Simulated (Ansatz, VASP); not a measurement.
**NaH: VASP beside Ansatz**

File POSCAR:

```
NaH
1.0
    0.1261702195      2.5963615253      2.5963615253
    2.5963615253      0.1261702195      2.5963615253
    2.5963615253      2.5963615253      0.1261702195
Na H
1 1
Direct
    0.0051649356      0.0051649356      0.0051649356
    0.2448350644      0.2448350644      0.2448350644
```

The input INCAR.step1:

```
PREC = Accurate ; ENCUT = 520
EDIFF = 1E-5 ; ISMEAR = 0
SIGMA = 0.01 ; LREAL = False
LASPH = True ; NELM = 80
ALGO = Normal ; ISIF = 2
LWAVE = True ; GGA = PE
NBANDS = 11
```

Contents of INCAR.step2:

```
PREC = Accurate ; ENCUT = 520
EDIFF = 1E-6 ; ISMEAR = 0
SIGMA = 0.01 ; LREAL = False
LASPH = True ; NELM = 80
ALGO = Normal ; ISIF = 2
LWAVE = False ; LCHARG = True
GGA = PE ; LHFCALC = True
HFSCREEN = 0.2079 ; PRECFOCK = Normal
LELF = True ; LVHAR = True
ISTART = 1 ; NBANDS = 11
```

The input KPOINTS:

```
regular mesh
0
Gamma
  6 6 6
```

Input for Ansatz:

```yaml
crystal:
  lattice:
    - [0.1261702195, 2.5963615253, 2.5963615253]
    - [2.5963615253, 0.1261702195, 2.5963615253]
    - [2.5963615253, 2.5963615253, 0.1261702195]
  atoms:
    - { symbol: Na, position: [0.0051649356, 0.0051649356, 0.0051649356] }
    - { symbol: H, position: [0.2448350644, 0.2448350644, 0.2448350644] }
kpoints:
  mp_grid: { grid: [6, 6, 6] }
  band_path:
    path:
      - [0.0, 0.0, 0.0]
      - [-0.5, -0.5, 0.0]
      - [-0.375, -0.375, 0.25]
      - [-0.375, 0.0, 0.375]
      - [0.0, 0.0, 0.5]
      - [-0.5, -0.25, 0.25]
      - [0.229167, -0.5, -0.234375]
      - [0.5, 0.5, 0.5]
    npoints: 1
hamiltonian:
  xc: hse06
scf:
  occupations: { method: fixed }
  n_extra_bands: 4
output:
  forces: true
  stress: true
  eigenvalues: true
```

Change from the starting cell: epitaxial_111 strain -4.9%.

Alike in both runs: task single point; functional HSE06; k mesh 6 × 6 × 6; no spin polarisation.

|  | VASP | Ansatz |
| --- | --- | --- |
| version | VASP 6.6.1 | Ansatz 0.2.0 |
| potentials or method | VASP PAW PBE potentials, release 64 (Na_pv, H) | plane waves, PAW |
| plane-wave cutoff (eV) | 520 | 420 |
| occupations | gaussian, width 0.01 eV | fixed |
| valence electrons in the cell | 8 | 10 |

|  | VASP | Ansatz | Ansatz less VASP |
| --- | --- | --- | --- |
| gap on the k mesh at the Fermi level (eV) | 4.34 | 4.35 | +0.007 |
| pressure (GPa) | 1.6 | 1.5 | -0.01 |
| traceless stress, the component that is largest in VASP (GPa) | -0.77 | -0.77 | +0.001 |
| rms of the force components (eV/Å) | 0.006 | 0.006 | +0.0005 |

Atom by atom the forces differ by 0.001 eV/Å (rms over components). VASP's potentials hold 8 valence electrons a cell and Ansatz's 10, so a difference there can come from the potentials and not from the codes. Ansatz's warnings: stress exchange threshold loose, stress scf threshold loose.
